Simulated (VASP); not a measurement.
The system is LiCl.

```
Li Cl
1.0
     0.00000    2.55604    2.55604
     2.55604    0.00000    2.55604
     2.55604    2.55604    0.00000
Li Cl
1 1
Direct
  0.00000 0.00000 0.00000
  0.50000 0.50000 0.50000
```

Base run:

- Program: VASP 6.6.1
- Functional: HSE06
- Potentials or basis: VASP PAW PBE potentials, release 64 (Li_sv, Cl)
- Cutoff: 520 eV
- k mesh: 6 × 6 × 6
- Occupations: gaussian, width 0.01 eV
- Spin: no spin polarisation

Its results: band gap on the k mesh 7.79 eV.

**Question.** The run is repeated on the same cell with these changes: functional from HSE06 to PBE. What comes out?

**Answer.** Band gap on the k mesh 6.40 eV.

A k mesh can miss the band edges.
